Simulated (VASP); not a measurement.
Cd:

```
Cd
1.0
     1.60803    0.92840    2.44929
    -1.60803    0.92840    2.44929
     0.00000   -1.85679    2.44929
Cd
1
Direct
  0.00000 0.00000 0.00000
```

* Program: VASP 6.6.1
* Task: relaxation of cell and atoms
* Functional: PBE
* Potentials or basis: VASP PAW PBE potentials, release 64 (Cd)
* Cutoff: 600 eV
* k mesh: 18 × 18 × 18
* Occupations: gaussian, width 0.1 eV
* Spin: no spin polarisation

At the start: pressure 2.2 GPa; volume 21.94 Å³/atom.

Task: Where does the relaxation end?

Result: Over 3 steps the energy falls by 6.6 meV/atom and the volume is 22.97 Å³/atom (+4.7 %); space group R-3m (No. 166, to 0.05 Å).

Step by step:
```tsv
step	energy change (eV)	largest force (eV/Å)	pressure (GPa)	volume (Å³)
1	0.0000	0.0000	2.17	21.94
2	-0.0066	0.0000	0.13	22.90
3	-0.0066	0.0000	0.00	22.97
```

Final structure:
```
CELL_PARAMETERS angstrom
1.63235 0.94244 2.48858
-1.63235 0.94244 2.48858
0.00000 -1.88488 2.48858
ATOMIC_POSITIONS crystal
Cd 0.00000 0.00000 0.00000
```
